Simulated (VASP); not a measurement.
Wanted: the native input for a VASP 6.6.1 run.

```yaml
Task: single point
Functional: PBE
Dispersion: D3(BJ)
Potentials_or_basis: VASP PAW PBE potentials, release 64 (Li_sv, C)
Cutoff: 520 eV
k_mesh: 4 × 4 × 4
Occupations: fermi-dirac, width 0.05 eV
Spin: no spin polarisation
Dipole_correction: no
Further_INCAR_settings: LREAL = Auto; ALGO = Normal; EDIFF = 1e-07; NBANDS = 40
```

The structure of Li16C (a cell with a defect) lies in POSCAR:

```
Li16C
1.0
    6.9800000000      0.0000000000      0.0000000000
    0.0000000000      6.9800000000      0.0000000000
    0.0000000000      0.0000000000      6.9800000000
Li C
16 1
Direct
    0.0001333811      0.0335640401     -0.0300406877
    0.5002527221     -0.0244305158     -0.0304432665
    0.0002184814      0.4024886819      0.0588143266
    0.0001355301      0.0335375358      0.5297849570
    0.2799295129      0.2156482808      0.2499035817
    0.5001829513      0.5405053009      0.0371104585
    0.5002494269     -0.0245001433      0.5302021490
    0.7204283668      0.2156795129      0.2499061605
    0.0002210602      0.4025514327      0.4408918338
    0.1912329513      0.8467717765      0.2498550143
    0.2805147564      0.2736244986      0.7498210602
    0.5001806590      0.5405368195      0.4625924069
    0.8091822350      0.8466893983      0.2498563037
    0.7198302292      0.2737287966      0.7498183381
    0.2129650430      0.7087222063      0.7498744986
    0.7874551576      0.7086785100      0.7498714900
    0.0001581662      0.1244451289      0.2498849570
```

These files were run (other wordings do the same):

INCAR

```
SYSTEM = Li16C
ALGO = Normal
EDIFF = 1E-7
ENCUT = 520
GGA = PE
ISIF = 2
ISMEAR = -1
IVDW = 12
LASPH = .True.
LCHARG = .False.
LREAL = Auto
LWAVE = .False.
NBANDS = 40
NELM = 80
PREC = Accurate
SIGMA = 0.05
```

KPOINTS

```
k-points
0
Gamma
  4 4 4
  0 0 0
```

Potentials or basis: VASP PAW PBE potentials, release 64 (Li_sv, C).

The run is started by

```sh
$ cat potpaw_PBE.64/Li_sv/POTCAR potpaw_PBE.64/C/POTCAR > POTCAR
$ mpirun -np 1 vasp_std > vasp.out
```

Results of the run:

| Quantity | Value |
| --- | --- |
| Largest force | 0.011 eV/Å |
| Band gap on the k mesh | zero (bands 26 and 27 overlap by 0.25 eV) |
| Dispersion energy per atom | -0.161 eV |

Wall time 12 min on 1 thread of Intel(R) Xeon(R) Platinum 8124M CPU @ 3.00GHz (Skylake/Cascade Lake) (shared host), peak memory 0.52 GiB.
